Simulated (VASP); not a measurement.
# SiC (Moissanite) (P6_3mc) in VASP: a series of runs

Runs on SiC (Moissanite). Level: PBE. Tasks: single point.

All numbers are computed with VASP 6.6.1; they aren't measurements. Logs are shortened: lines on timing, memory, paths and dates and some standing lists are left out, and cuts for length are marked.

**1. The cell of the first run**

Symmetry: P6_3mc, No. 186, hexagonal system. Conventional cell: a = 3.055 Å, b = 3.055 Å, c = 5.014 Å, α = 90.00°, β = 90.00°, γ = 120.00°. Si (site symmetry 3m) has 4 C at 1.87 to 1.88 Å within 2.5 Å. Within 2.5 Å of C (site symmetry 3m) lie 4 Si at 1.87 to 1.88 Å.

**2. Single point, PBE (volume scaled by 0.98, then relaxed in part)**

Contents of INCAR:

```
SYSTEM = SiC
  PREC = Accurate
  ENCUT = 520
  EDIFF = 1E-7
  ISMEAR = -1
  SIGMA = 0.02
  LREAL = .False.
  LASPH = .True.
  NELM = 80
  ALGO = Normal
  ISIF = 2
  LWAVE = .False.
  LCHARG = .False.
  GGA = PE
  NBANDS = 16
```

Contents of KPOINTS:

```
regular mesh
0
Gamma
  16 16 9
  0 0 0
```

Contents of POSCAR:

```
SiC
1.0
    3.0553550826      0.0000000000      0.0000000000
   -1.5276775413      2.6460151191      0.0000000000
    0.0000000000      0.0000000000      5.0141197845
Si C
2 2
Direct
    0.3333333333      0.6666666667      0.0045376269
    0.6666666667      0.3333333333      0.5045376269
    0.3333333333      0.6666666667      0.3804623731
    0.6666666667      0.3333333333      0.8804623731
```

Potentials or basis: VASP PAW PBE potentials, release 64 (Si, C).

Started as:

```sh
> cat potpaw_PBE.64/Si/POTCAR potpaw_PBE.64/C/POTCAR > POTCAR
> mpirun -np 1 vasp_std > vasp.out
```

OUTCAR:

```text
SYSTEM = SiC
   PREC = Accurate
   ENCUT = 520
   EDIFF = 1E-7
   ISMEAR = -1
   LREAL = .False.
   LASPH = .True.
   NELM = 80
   ISIF = 2
   GGA = PE

 ion  position               nearest neighbor table
   1  0.333  0.667  0.005-   4 1.87   4 1.87   4 1.87   3 1.88   2 3.07   2 3.07   2 3.07   2 3.07
                             2 3.07   2 3.07
   2  0.667  0.333  0.505-   3 1.87   3 1.87   3 1.87   4 1.88   1 3.07   1 3.07   1 3.07   1 3.07
                             1 3.07   1 3.07
   3  0.333  0.667  0.380-   2 1.87   2 1.87   2 1.87   1 1.88
   4  0.667  0.333  0.880-   1 1.87   1 1.87   1 1.87   2 1.88

  LATTYP: Found a hexagonal cell.
 ALAT       =     3.0553550826
 C/A-ratio  =     1.6410923277

  Lattice vectors:

 A1 = (   3.0553550826,   0.0000000000,   0.0000000000)
 A2 = (  -1.5276775413,   2.6460151191,   0.0000000000)
 A3 = (   0.0000000000,   0.0000000000,   5.0141197845)

Analysis of symmetry for initial positions (statically):
=====================================================================
 Subroutine PRICEL returns:
 Original cell was already a primitive cell.

 Routine SETGRP: Setting up the symmetry group for a
 hexagonal supercell.

 Subroutine GETGRP returns: Found 12 space group operations
 (whereof  6 operations were pure point group operations)
 out of a pool of 24 trial point group operations.

The static configuration has the point symmetry C_3v.
 The point group associated with its full space group is C_6v.

Analysis of symmetry for dynamics (positions and initial velocities):
=====================================================================
 Subroutine PRICEL returns:
 Original cell was already a primitive cell.

 Routine SETGRP: Setting up the symmetry group for a
 hexagonal supercell.

 Subroutine GETGRP returns: Found 12 space group operations
 (whereof  6 operations were pure point group operations)
 out of a pool of 24 trial point group operations.

The dynamic configuration has the point symmetry C_3v.
 The point group associated with its full space group is C_6v.

 Subroutine INISYM returns: Found 12 space group operations
 (whereof  6 operations are pure point group operations),
 and found     1 'primitive' translations

----------------------------------------------------------------------------------------

                                     Primitive cell

  volume of cell :      40.5367

  direct lattice vectors                    reciprocal lattice vectors
     3.055355083  0.000000000  0.000000000     0.327294201  0.188963395  0.000000000
    -1.527677541  2.646015119  0.000000000     0.000000000  0.377926790  0.000000000
     0.000000000  0.000000000  5.014119785     0.000000000  0.000000000  0.199436799

  length of vectors
     3.055355083  3.055355083  5.014119785     0.377926790  0.377926790  0.199436799

  position of ions in fractional coordinates (direct lattice)
     0.333333333  0.666666667  0.004537627
     0.666666667  0.333333333  0.504537627
     0.333333333  0.666666667  0.380462373
     0.666666667  0.333333333  0.880462373

  ion indices of the primitive-cell ions
   primitive index   ion index
                 1           1
                 2           2
                 3           3
                 4           4

----------------------------------------------------------------------------------------

 KPOINTS: regular mesh

Automatic generation of k-mesh.
 Grid dimensions read from file:
 generate k-points for:   16   16    9

 Generating k-lattice:

  Cartesian coordinates                     Fractional coordinates (reciprocal lattice)
     0.020455888  0.011810212  0.000000000     0.062500000  0.000000000  0.000000000
     0.000000000  0.023620424  0.000000000     0.000000000  0.062500000  0.000000000
     0.000000000  0.000000000  0.022159644     0.000000000  0.000000000  0.111111111

  Length of vectors
     0.023620424  0.023620424  0.022159644

  Shift w.r.t. Gamma in fractional coordinates (k-lattice)
     0.000000000  0.000000000  0.000000000

 Subroutine IBZKPT returns following result:
 ===========================================

 Found    150 irreducible k-points:

 Following reciprocal coordinates:
            Coordinates               Weight
  0.000000  0.000000  0.000000      1.000000
  0.062500  0.000000  0.000000      6.000000
  0.125000  0.000000  0.000000      6.000000
  0.187500  0.000000  0.000000      6.000000
  0.250000  0.000000  0.000000      6.000000
  0.312500  0.000000  0.000000      6.000000
[... 16 lines left out ...]
  0.187500  0.187500  0.000000      6.000000
  0.250000  0.187500  0.000000     12.000000
 [... further k-points ...]
   k-points           NKPTS =    150   k-points in BZ     NKDIM =    150   number of bands    NBANDS=     16
   number of dos      NEDOS =    301   number of ions     NIONS =      4
   total plane-waves  NPLWV =  23040
   dimension x,y,z NGX =    24 NGY =   24 NGZ =   40
   dimension x,y,z NGXF=    48 NGYF=   48 NGZF=   80
   ions per type =               2   2
   NGX,Y,Z   is equivalent  to a cutoff of  13.06, 13.06, 13.26 a.u.
   NGXF,Y,Z  is equivalent  to a cutoff of  26.12, 26.12, 26.52 a.u.
 SYSTEM =  SiC
   PREC   = accura    normal or accurate (medium, high low for compatibility)
   ISTART =      0    job   : 0-new  1-cont  2-samecut
   ICHARG =      2    charge: 1-file 2-atom 10-const
   ISPIN  =      1    spin polarized calculation?
   LNONCOLLINEAR =      F non collinear calculations
   LSORBIT =      F    spin-orbit coupling
   LASPH  =      T    aspherical Exc in radial PAW
   ENCUT  =  520.0 eV  38.22 Ry    6.18 a.u.   5.68  5.68  9.32*2*pi/ulx,y,z
   NELM   =     80;   NELMIN=  2; NELMDL= -5     # of ELM steps
   EDIFF  = 0.1E-06   stopping-criterion for ELM
   LREAL  =      F    real-space projection
   EDIFFG = 0.1E-05   stopping-criterion for IOM
   NSW    =      0    number of steps for IOM
   IBRION =     -1    ionic relax: 0-MD 1-quasi-New 2-CG
   NFREE  =      0    steps in history (QN), initial steepest desc. (CG)
   ISIF   =      2    stress and relaxation
   ISYM   =      2    0-nonsym 1-usesym 2-fastsym
   POTIM  = 0.5000    time-step for ionic-motion
   TEBEG  =    0.0;   TEEND  =   0.0 temperature during run
   PSTRESS=    0.0 pullay stress
   NELECT =      16.0000    total number of electrons
   NUPDOWN=      -1.0000    fix difference up-down
   EMIN   =  10.00;   EMAX   =-10.00  energy-range for DOS
   EFERMI =   0.00;   METHOD = LEGACY
   ISMEAR =    -1;   SIGMA  =   0.02  broadening in eV -4-tet -1-fermi 0-gaus
   EFERMI_NEDOS =   21; number of points for ismear=-14 and -15
   IALGO  =     38    algorithm
   IMIX   =      4    mixing-type and parameters
     AMIX     =   0.40;   BMIX     =  1.00
     AMIX_MAG =   1.60;   BMIX_MAG =  1.00
  volume/ion in A,a.u.               =      10.13        68.39
  Fermi-wavevector in a.u.,A,eV,Ry     =   1.200877  2.269329 19.621043  1.442106
  Thomas-Fermi vector in A             =   2.336701
   LORBIT       =      0    0 simple, 1 ext, 2 COOP (PROOUT), +10 PAW based schemes
   GGA     = PE    functional components
   LHFCALC =     F    Hartree Fock is set to
   AEXX    =    0.0000 exact exchange contribution
   IVDW    =     0    specifies the selected vdW correction
   LEPSILON=     F    determine dielectric tensor
   LRPA    =     F    only Hartree local field effects (RPA)
 non-spin polarized calculation
  energy-cutoff  :      520.00
  volume of cell :       40.54
 maximum number of plane-waves:      1106
 NGX is ok and might be reduce to    24
   NGX = 11   NGY = 11   NGZ = 19

 number of electron      15.9999998 magnetization

 Free energy of the ion-electron system (eV)
  ---------------------------------------------------
  ext. energy  EPLUGINS =         0.00000000
  ---------------------------------------------------
  free energy    TOTEN  =       -30.07378462 eV

  energy without entropy =      -30.07378462  energy(sigma->0) =      -30.07378462

 E-fermi :   8.9091     XC(G=0): -11.4386

 val. band max:        8.4891955540   @ k =   0.0000   0.0000   0.0000
 cond. band min:      10.7950568922   @ k =   0.3125   0.3125   0.0000
 fundamental gap:      2.3058613382
 Fermi energy:         8.9091371565

 k-point     1 :       0.0000    0.0000    0.0000
  band No.  band energies     occupation
      1      -7.2410      2.00000
      2      -3.5989      2.00000
      3      -0.3219      2.00000
      4       7.1632      2.00000
      5       7.1632      2.00000
      6       8.3814      2.00000
[... 8 lines left out ...]
     15      17.5883      0.00000
     16      19.9930      0.00000

 k-point     2 :       0.0625    0.0000    0.0000
  band No.  band energies     occupation
      1      -7.1721      2.00000
      2      -3.5400      2.00000
      3      -0.2578      2.00000
      4       6.7577      2.00000
      5       7.0377      2.00000
      6       8.2181      2.00000
[... 8 lines left out ...]
     15      17.7647      0.00000
     16      19.2879      0.00000

 k-point     3 :       0.1250    0.0000    0.0000
  band No.  band energies     occupation
      1      -6.9662      2.00000
      2      -3.3658      2.00000
      3      -0.0679      2.00000
      4       5.7728      2.00000
      5       6.7229      2.00000
      6       7.5286      2.00000
[... 8 lines left out ...]
     15      18.2012      0.00000
     16      18.4288      0.00000

 k-point     4 :       0.1875    0.0000    0.0000
  band No.  band energies     occupation
      1      -6.6264      2.00000
      2      -3.0861      2.00000
      3       0.2382      2.00000
      4       4.5510      2.00000
      5       6.3288      2.00000
      6       6.5805      2.00000
[... 8 lines left out ...]
     15      18.2482      0.00000
     16      18.6898      0.00000

 k-point     5 :       0.2500    0.0000    0.0000
  band No.  band energies     occupation
      1      -6.1593      2.00000
      2      -2.7233      2.00000
      3       0.6320      2.00000
      4       3.3175      2.00000
      5       5.5219      2.00000
      6       5.9377      2.00000
[... 8 lines left out ...]
     15      18.6880      0.00000
     16      19.4142      0.00000

 k-point     6 :       0.3125    0.0000    0.0000
  band No.  band energies     occupation
      1      -5.5771      2.00000
      2      -2.3334      2.00000
      3       0.9813      2.00000
      4       2.3308      2.00000
      5       4.4480      2.00000
      6       5.5992      2.00000
[... 8 lines left out ...]
     15      19.3182      0.00000
     16      20.4781      0.00000
[... 267 lines left out ...]
 k-point    21 :       0.3750    0.1250    0.0000
  band No.  band energies     occupation
      1      -4.0473      2.00000
      2      -2.0958      2.00000
      3       0.8109      2.00000
      4       2.5370      2.00000
      5       2.9475      2.00000
      6       4.1614      2.00000
[... 8 lines left out ...]
     15      19.5827      0.00000
     16      20.6195      0.00000

 k-point    22 :       0.4375    0.1250    0.0000
  band No.  band energies     occupation
      1      -3.6693      2.00000
      2      -2.3211      2.00000
      3       0.8669      2.00000
      4       2.2721      2.00000
      5       3.1013      2.00000
      6       4.1312      2.00000
[... 8 lines left out ...]
     15      19.1889      0.00000
     16      21.0770      0.00000

 k-point    23 :       0.1875    0.1875    0.0000
  band No.  band energies     occupation
      1      -5.4460      2.00000
      2      -2.2413      2.00000
      3       1.1256      2.00000
      4       2.7614      2.00000
      5       3.7588      2.00000
      6       5.1921      2.00000
[... 8 lines left out ...]
     15      19.3478      0.00000
     16      19.4683      0.00000

 k-point    24 :       0.2500    0.1875    0.0000
  band No.  band energies     occupation
      1      -4.8301      2.00000
      2      -1.9665      2.00000
      3       1.2251      2.00000
      4       2.5352      2.00000
      5       3.1470      2.00000
      6       4.4154      2.00000
[... 8 lines left out ...]
     15      19.1945      0.00000
     16      20.1178      0.00000

 [... further k-points ...]
[... 5 lines left out ...]
  --------------------------------------------------------------------------------------
  -------------------------------------------------------------------------------------
  Total        2.0733066      2.0733066      2.0146663      0.0000000      0.0000000     -0.0000000
  in kB       81.9455541     81.9455541     79.6278517      0.0000000      0.0000000     -0.0000000
  external PRESSURE =      81.1729866 kB  Pullay stress =       0.0000000 kB

 VOLUME and BASIS-vectors are now :
 -----------------------------------------------------------------------------
  energy-cutoff  :      520.00
  volume of cell :       40.54
      direct lattice vectors                 reciprocal lattice vectors
     3.055355083  0.000000000  0.000000000     0.327294201  0.188963395  0.000000000
    -1.527677541  2.646015119  0.000000000     0.000000000  0.377926790  0.000000000
     0.000000000  0.000000000  5.014119785     0.000000000  0.000000000  0.199436799

 POSITION                                       TOTAL-FORCE (eV/Angst)
 -----------------------------------------------------------------------------------
     -0.00000      1.76401      0.02275        -0.000000     -0.000000      0.014557
      1.52768      0.88201      2.52981         0.000000     -0.000000      0.014557
     -0.00000      1.76401      1.90768         0.000000     -0.000000     -0.014557
      1.52768      0.88201      4.41474        -0.000000      0.000000     -0.014557
 -----------------------------------------------------------------------------------
    total drift:                               -0.000000      0.000000     -0.000116

  FREE ENERGIE OF THE ION-ELECTRON SYSTEM (eV)
  ---------------------------------------------------
  free  energy   TOTEN  =       -30.0737846192 eV

  energy  without entropy=      -30.0737846192  energy(sigma->0) =      -30.07378462
```

Run time: 56 s. Hardware: 1 thread of AMD EPYC 9R45 (Zen 5), shared host; peak memory 0.18 GiB.

Results:

```
Free energy            : -30.0738 eV
Pressure               : 8.1 GPa
Largest force          : 0.015 eV/Å
Band gap on the k mesh : 2.31 eV, indirect (least direct gap 4.01 eV)
```

Forces on the atoms (eV/Å):
```
Si   0.000  0.000  0.015
Si   0.000  0.000  0.015
C    0.000  0.000 -0.015
C    0.000  0.000 -0.015
```

Levels at points of the mesh, in eV from the valence-band top:
```
           k point  band 4  band 5  band 6  band 7  band 8  band 9  band 10  band 11  band 12  band 13
(0.00, 0.00, 0.00)   -1.33   -1.33   -0.11    0.00    0.00    4.98     6.42     6.79     6.79     7.92
(0.50, 0.00, 0.00)   -6.34   -5.50   -3.36   -3.34   -1.20    2.81     4.25     7.04     7.21    10.25
```

 A k mesh can miss the band edges.

(Part 1 of 2 ends here.)
